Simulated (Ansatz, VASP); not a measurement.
# Two plane-wave programs on Bi

```xyz
1
Lattice="3.4496 0.0000 0.0000 -1.7248 2.9874 0.0000 0.0000 0.0000 3.2747" Properties=species:S:1:pos:R:3 pbc="T T T"
Bi    0.0000    0.0000    1.6373
```

Alike in both runs: task relaxation of cell and atoms; functional PBE; k mesh 18 × 18 × 16; occupations gaussian, width 0.1 eV; no spin polarisation.

|  | VASP | Ansatz |
| --- | --- | --- |
| version | VASP 6.6.1 | Ansatz 0.2.0 |
| potentials or method | VASP PAW PBE potentials, release 64 (Bi_d), cutoff 600 eV | scalar-relativistic, plane waves, PAW |
| valence electrons in the cell | 15 | 15 |

|  | VASP | Ansatz | Ansatz less VASP |
| --- | --- | --- | --- |
| gap on the k mesh at the Fermi level, each at its own relaxed structure (eV) | none | none | - |
| relaxed volume (Å³/atom) | 33.74 | 33.75 | +0.006 |
| relaxed cell length with the largest relative difference (Å) | 3.303 | 3.304 | +0.0007 |

A gap of «none» marks a metal or a gap that the smearing closes.

Neither program's run includes spin-orbit coupling.
